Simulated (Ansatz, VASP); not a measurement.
AlRu: VASP beside Ansatz

```
Ru Al
1.0
     2.71436    0.00000    0.00000
     0.00000    2.71436    0.00000
     0.00000    0.00000    3.92760
Ru Al
1 1
Direct
  0.50000 0.50000 0.50000
  0.00000 0.00000 0.00000
```

Alike in both runs: task single point; functional r2SCAN; k mesh 6 × 6 × 4; occupations gaussian, width 0.1 eV; no spin polarisation.

```csv
,VASP,Ansatz
version,VASP 6.6.1,Ansatz 0.2.0
potentials or method,"VASP PAW PBE potentials, release 64 (Ru_pv, Al), cutoff 520 eV","scalar-relativistic, plane waves, PAW"
valence electrons in the cell,17,19
```

|  | VASP | Ansatz | Ansatz less VASP |
| --- | --- | --- | --- |
| gap on the k mesh at the Fermi level (eV) | none | none | - |
| pressure (GPa) | -7.3 | -7.4 | -0.10 |
| traceless stress, the component that is largest in VASP (GPa) | -14.98 | -14.89 | +0.088 |

VASP's potentials were made for PBE, not for r2SCAN. A gap of «none» marks a metal or a gap that the smearing closes. VASP's potentials hold 17 valence electrons a cell and Ansatz's 19, so a difference there can come from the potentials and not from the codes.

The k mesh is coarse, so the values compare programs but aren't converged.
